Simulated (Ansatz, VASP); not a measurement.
**Two plane-wave programs on Ag**

```xyz
2
Lattice="2.9169 0.0000 0.0000 -1.4585 2.5261 0.0000 0.0000 0.0000 4.8464" Properties=species:S:1:pos:R:3 pbc="T T T"
Ag    0.0000    1.6841    1.2116
Ag    1.4585    0.8420    3.6348
```

Alike in both runs: functional PBE; k mesh 15 × 15 × 8; occupations fermi-dirac, width 0.05 eV; no spin polarisation.

Ansatz relaxed the structure, and its values are those at the end. VASP's run is a single point on that final structure, the one shown.

|  | VASP | Ansatz |
| --- | --- | --- |
| version | VASP 6.6.1 | Ansatz 0.2.0 |
| potentials or method | VASP PAW PBE potentials, release 64 (Ag) | PAW with Ansatz's default frozen-core files, scalar-relativistic |
| plane-wave cutoff (eV) | 520 | 420 |
| valence electrons in the cell | 22 | 38 |

|  | VASP | Ansatz | Ansatz less VASP |
| --- | --- | --- | --- |
| pressure (GPa) | -0.1 | 0.0 | +0.11 |

The functional is the same, so the differences come from potentials, cutoffs and numerics. VASP's potentials hold 22 valence electrons a cell and Ansatz's 38, so a difference there can come from the potentials and not from the codes.
